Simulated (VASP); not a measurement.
Wanted: the native input for a VASP 6.6.1 run.

* Task: single point
* Functional: PBEsol
* Potentials or basis: VASP PAW PBE potentials, release 64 (Au)
* Cutoff: 520 eV
* k mesh: 24 × 24 × 12
* Occupations: gaussian, width 0.15 eV
* Spin: no spin polarisation
* Dipole correction: no
* Further INCAR settings: ALGO = Fast; EDIFF = 1e-07; NBANDS = 18

The structure of Au lies in POSCAR:

```
Au
1.0
    1.4100150311     -2.4792480524      0.0000000000
    1.4100150311      2.4792480524      0.0000000000
    0.0000000000      0.0000000000      4.8006775662
Au
2
Direct
    0.6638639510      0.3361360490      0.2500000000
    0.3361360490      0.6638639510      0.7500000000
```

This cell differs from its parent crystal: strain -0.0150 x Voigt [0, 1, 0, 0, 0, 0].

These files were run (other wordings do the same):

INCAR

```
SYSTEM = Au
  PREC = Accurate
  ENCUT = 520
  EDIFF = 1E-7
  ISMEAR = 0
  SIGMA = 0.15
  LREAL = .False.
  LASPH = .True.
  NELM = 80
  ALGO = Fast
  ISIF = 2
  LWAVE = .False.
  LCHARG = .False.
  GGA = PS
  NBANDS = 18
```

KPOINTS

```
regular mesh
0
Gamma
  24 24 12
  0 0 0
```

Potentials or basis: VASP PAW PBE potentials, release 64 (Au).

Launch:

```console
$ cat potpaw_PBE.64/Au/POTCAR > POTCAR
$ mpirun -np 1 vasp_std > vasp.out
```

It gave:

| Quantity | Value |
| --- | --- |
| Pressure | 2.4 GPa |
| Largest force | 0.005 eV/Å |
| Band gap on the k mesh | zero (bands 11 and 12 overlap by 6.99 eV) |

Caveat: the cell differs from its parent crystal (strain -0.0150 x Voigt [0, 1, 0, 0, 0, 0]); the PAW data sets were made with another functional, which shifts forces and pressure a little; spin-orbit coupling is left out, which moves the levels of the heavy elements.

Wall time 20 min on 1 thread of Oxide Virtual Turin-like Processor, on a shared host, peak memory 0.56 GiB.
